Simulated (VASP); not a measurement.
# NiGe (Pnma) in VASP: a series of runs, part 2 of 2

VASP 6.6.1. The steps go on from the part before.

## (4) Single point, PBEsol

Contents of INCAR:

```
SYSTEM = NiGe
PREC     = Accurate       ! precision mode
ENCUT    = 520            ! plane-wave cutoff, eV
EDIFF    = 1E-6           ! SCF threshold, eV
ISMEAR   = 0              ! smearing method
SIGMA    = 0.1            ! smearing width, eV
LREAL    = .FALSE.        ! projectors in reciprocal space
LASPH    = .TRUE.         ! aspherical terms in the spheres
NELM     = 80             ! most SCF steps
ALGO     = Normal         ! electronic algorithm
ISIF     = 2              ! what is computed and relaxed
LWAVE    = .FALSE.        ! write WAVECAR
LCHARG   = .FALSE.        ! write CHGCAR
GGA      = PS             ! functional
NBANDS   = 58             ! bands
```

Contents of KPOINTS:

```
regular mesh
0
G
  10 7 6
  0 0 0
```

Contents of POSCAR:

```
NiGe
1.0
    3.4400167570      0.0000000000      0.0000000000
    0.0000000000      5.3107948293      0.0000000000
    0.0000000000      0.0000000000      5.7392574779
Ni Ge
4 4
Direct
    0.2500000000      0.9929865330      0.1888713147
    0.7500000000      0.0070134670      0.8111286853
    0.7500000000      0.5070134670      0.6888713147
    0.2500000000      0.4929865330      0.3111286853
    0.2500000000      0.8116425483      0.5883967028
    0.7500000000      0.1883574517      0.4116032972
    0.7500000000      0.6883574517      0.0883967028
    0.2500000000      0.3116425483      0.9116032972
```

Command:

```
> cat potpaw_PBE.64/Ni/POTCAR potpaw_PBE.64/Ge_d/POTCAR > POTCAR
> mpirun -np 1 vasp_std > vasp.out
```

Wall time 8.1 min (1 thread of Intel Xeon Platinum 8488C (Sapphire Rapids), shared host); peak memory 0.52 GiB.

The run converged. Its results:

```
Free energy            : -47.3014 eV
Pressure               : 0.2 GPa
Largest force          : 0.007 eV/Å
Band gap on the k mesh : zero (bands 48 and 49 overlap by 1.86 eV)
```

Forces in eV/Å, atoms in the order of the input:
```
Ni   0.000 -0.004  0.005
Ni   0.000  0.004 -0.005
Ni   0.000  0.004  0.005
Ni   0.000 -0.004 -0.005
Ge   0.000 -0.005  0.002
Ge   0.000  0.005 -0.002
Ge   0.000  0.005  0.002
Ge   0.000 -0.005 -0.002
```

Stress tensor (GPa, compression positive):
```
-0.14  0.00  0.00
 0.00  0.46  0.00
 0.00  0.00  0.21
```

Levels at points of the mesh, in eV from the Fermi level:
```csv
k point,band 45,band 46,band 47,band 48,band 49,band 50,band 51,band 52
"(0.00, 0.00, 0.00)",-1.66,-1.07,-0.96,-0.86,0.72,0.81,4.00,4.09
"(0.50, 0.00, 0.00)",-1.65,-1.65,-1.26,-1.26,-0.52,-0.52,2.05,2.05
"(0.00, 0.00, 0.50)",-1.27,-1.27,-0.18,-0.18,1.10,1.10,2.71,2.71
"(0.50, 0.00, 0.50)",-1.68,-1.68,-1.53,-1.53,0.41,0.41,0.73,0.73
```

Caveat: the PAW data sets were made with another functional, which shifts forces and pressure a little. Spin polarisation is off, so any magnetic state and its effect on volume and gap are missing.

## (5) Single point, PBEsol

Contents of INCAR:

```
PREC = Accurate
ENCUT = 520
EDIFF = 1E-7
ISMEAR = 0
SIGMA = 0.15
LREAL = F
LASPH = T
NELM = 80
ALGO = Fast
ISIF = 2
LWAVE = F
LCHARG = F
GGA = PS
NBANDS = 58
```

Contents of KPOINTS:

```
regular mesh
0
Gamma
  8 12 8
```

Contents of POSCAR:

```
NiGe
1.0
    5.3107947876      0.0000000000      0.0000000000
    0.0000000000      3.4400167648      0.0000000000
    0.0000000000      0.0000000000      5.7392574988
Ni Ge
4 4
Direct
    0.9929865338      0.7500000000      0.1888713156
    0.0070134662      0.2500000000      0.8111286844
    0.5070134662      0.2500000000      0.6888713156
    0.4929865338      0.7500000000      0.3111286844
    0.8116425502      0.7500000000      0.5883967035
    0.1883574498      0.2500000000      0.4116032965
    0.6883574498      0.2500000000      0.0883967035
    0.3116425502      0.7500000000      0.9116032965
```

Potentials or basis: VASP PAW PBE potentials, release 64 (Ni, Ge_d).

Command:

```
> cat potpaw_PBE.64/Ni/POTCAR potpaw_PBE.64/Ge_d/POTCAR > POTCAR
> mpirun -np 1 vasp_std > vasp.out
```

OUTCAR:

```text
PREC = Accurate
   ENCUT = 520
   EDIFF = 1E-7
   ISMEAR = 0
   LREAL = F
   LASPH = T
   NELM = 80
   ISIF = 2
   GGA = PS

 ion  position               nearest neighbor table
   1  0.993  0.750  0.189-   8 2.32   6 2.38   6 2.38   7 2.43   7 2.43   5 2.49   4 2.75   4 2.75
                             2 2.77   2 2.77
   2  0.007  0.250  0.811-   7 2.32   5 2.38   5 2.38   8 2.43   8 2.43   6 2.49   3 2.75   3 2.75
                             1 2.77   1 2.77
   3  0.507  0.250  0.689-   6 2.32   8 2.38   8 2.38   5 2.43   5 2.43   7 2.49   2 2.75   2 2.75
                             4 2.77   4 2.77
   4  0.493  0.750  0.311-   5 2.32   7 2.38   7 2.38   6 2.43   6 2.43   8 2.49   1 2.75   1 2.75
                             3 2.77   3 2.77
   5  0.812  0.750  0.588-   4 2.32   2 2.38   2 2.38   3 2.43   3 2.43   1 2.49   6 2.83   6 2.83

   6  0.188  0.250  0.412-   3 2.32   1 2.38   1 2.38   4 2.43   4 2.43   2 2.49   5 2.83   5 2.83

   7  0.688  0.250  0.088-   2 2.32   4 2.38   4 2.38   1 2.43   1 2.43   3 2.49   8 2.83   8 2.83

   8  0.312  0.750  0.912-   1 2.32   3 2.38   3 2.38   2 2.43   2 2.43   4 2.49   7 2.83   7 2.83

  LATTYP: Found a simple orthorhombic cell.
 ALAT       =     3.4400167648
 B/A-ratio  =     1.5438281702
 C/A-ratio  =     1.6683806770
[... 200 lines left out ...]
 cond. band min:       9.0859122808   @ k =   0.3750   0.1667   0.0000
 fundamental gap:      0.0156081437
 Fermi energy:         9.0722279381

 k-point     1 :       0.0000    0.0000    0.0000
  band No.  band energies     occupation
      1     -15.5595      2.00000
      2     -15.5452      2.00000
      3     -15.5374      2.00000
      4     -15.5348      2.00000
      5     -15.5187      2.00000
      6     -15.4971      2.00000
[... 1453 lines left out ...]
     57      15.4126      0.00000
     58      16.4107      0.00000

 [... further k-points ...]
[... 5 lines left out ...]
  --------------------------------------------------------------------------------------
  -------------------------------------------------------------------------------------
  Total        0.1839045      0.1865445      0.0971640      0.0000000      0.0000000      0.0000000
  in kB        2.8101347      2.8504755      1.4847050      0.0000000      0.0000000      0.0000000
  external PRESSURE =       2.3817718 kB  Pullay stress =       0.0000000 kB

 VOLUME and BASIS-vectors are now :
 -----------------------------------------------------------------------------
  energy-cutoff  :      520.00
  volume of cell :      104.85
      direct lattice vectors                 reciprocal lattice vectors
     5.310794788  0.000000000  0.000000000     0.188295734  0.000000000  0.000000000
     0.000000000  3.440016765  0.000000000     0.000000000  0.290696258  0.000000000
     0.000000000  0.000000000  5.739257499     0.000000000  0.000000000  0.174238567

 POSITION                                       TOTAL-FORCE (eV/Angst)
 -----------------------------------------------------------------------------------
      5.27355      2.58001      1.08398        -0.005702     -0.000000      0.007825
      0.03725      0.86000      4.65528         0.005702      0.000000     -0.007825
      2.69264      0.86000      3.95361         0.005702      0.000000      0.007825
      2.61815      2.58001      1.78565        -0.005702      0.000000     -0.007825
      4.31047      2.58001      3.37696        -0.012692      0.000000      0.005220
      1.00033      0.86000      2.36230         0.012692      0.000000     -0.005220
      3.65573      0.86000      0.50733         0.012692      0.000000      0.005220
      1.65507      2.58001      5.23193        -0.012692     -0.000000     -0.005220
 -----------------------------------------------------------------------------------
    total drift:                               -0.000000     -0.000000      0.000000

  FREE ENERGIE OF THE ION-ELECTRON SYSTEM (eV)
  ---------------------------------------------------
  free  energy   TOTEN  =       -47.2965273171 eV

  energy  without entropy=      -47.2700215542  energy(sigma->0) =      -47.28327444
```

stdout:

```text
[... 40 lines left out ...]
```

It took 38 min on 1 thread of Oxide Virtual Turin-like, shared host; peak memory 0.77 GiB.

Results:

- Free energy: -47.2965 eV
- Pressure: 0.2 GPa
- Largest force: 0.014 eV/Å
- Band gap on the k mesh: zero (bands 48 and 49 overlap by 1.74 eV)

Forces on the atoms (eV/Å):
```
Ni  -0.006  0.000  0.008
Ni   0.006  0.000 -0.008
Ni   0.006  0.000  0.008
Ni  -0.006  0.000 -0.008
Ge  -0.013  0.000  0.005
Ge   0.013  0.000 -0.005
Ge   0.013  0.000  0.005
Ge  -0.013  0.000 -0.005
```

Stress tensor (GPa, compression positive):
```
0.28 0.00 0.00
0.00 0.29 0.00
0.00 0.00 0.15
```

Levels at points of the mesh, in eV from the Fermi level:
| k point | band 44 | band 45 | band 46 | band 47 | band 48 | band 49 | band 50 | band 51 | band 52 | band 53 |
| --- | --- | --- | --- | --- | --- | --- | --- | --- | --- | --- |
| (0.00, 0.00, 0.00) | -1.77 | -1.67 | -1.09 | -0.98 | -0.88 | 0.70 | 0.80 | 3.99 | 4.08 | 4.42 |
| (0.50, 0.00, 0.00) | -1.73 | -1.63 | -1.63 | 0.78 | 0.78 | 1.46 | 1.46 | 3.19 | 3.19 | 4.57 |
| (0.00, 0.50, 0.00) | -1.79 | -1.66 | -1.66 | -1.27 | -1.27 | -0.54 | -0.54 | 2.04 | 2.04 | 2.23 |
| (0.50, 0.50, 0.00) | -1.81 | -1.44 | -1.44 | -1.44 | -1.44 | 0.33 | 0.33 | 0.33 | 0.33 | 4.24 |
| (0.00, 0.00, 0.50) | -1.83 | -1.28 | -1.28 | -0.20 | -0.20 | 1.09 | 1.09 | 2.70 | 2.70 | 4.43 |
| (0.50, 0.00, 0.50) | -1.82 | -0.96 | -0.96 | 0.71 | 0.71 | 2.58 | 2.58 | 2.62 | 2.62 | 2.65 |
| (0.00, 0.50, 0.50) | -1.74 | -1.70 | -1.70 | -1.55 | -1.55 | 0.40 | 0.40 | 0.72 | 0.72 | 2.24 |
| (0.50, 0.50, 0.50) | -1.88 | -1.62 | -1.62 | -1.62 | -1.62 | 2.55 | 2.55 | 2.55 | 2.55 | 3.33 |

Caveat: the PAW data sets were made with another functional, which shifts forces and pressure a little. Spin polarisation is off, so any magnetic state and its effect on volume and gap are missing.

## (6) The runs side by side

| cell | k mesh | smearing | gap on the mesh (eV) | pressure (GPa) | largest force (eV/Å) |
| --- | --- | --- | --- | --- | --- |
| a = 5.311, b = 3.440, c = 5.739 Å, 8 atoms, atomic positions A | 6 × 10 × 6 | gaussian 0.15 eV | none | 0.2 | 0.01 |
| a = 5.213, b = 3.388, c = 5.580 Å, 8 atoms, atomic positions B | 8 × 10 × 6 | gaussian 0.1 eV | none | 11.2 | 0.01 |
| a = 3.440, b = 5.311, c = 5.739 Å, 8 atoms, atomic positions C | 10 × 7 × 6 | gaussian 0.1 eV | none | 0.2 | 0.01 |
| a = 5.311, b = 3.440, c = 5.739 Å, 8 atoms, atomic positions A | 8 × 12 × 8 | gaussian 0.15 eV | none | 0.2 | 0.01 |

Alike in all rows: task single point; level PBEsol; potentials or basis VASP PAW PBE potentials, release 64 (Ni, Ge_d); no spin polarisation; cutoff (eV) 520.

Caveats: the PAW data sets were made with another functional, which shifts forces and pressure a little; the cell stands under pressure (at least some runs).

Total energies depend on the potentials used, so only differences within one code and one set of settings carry meaning.
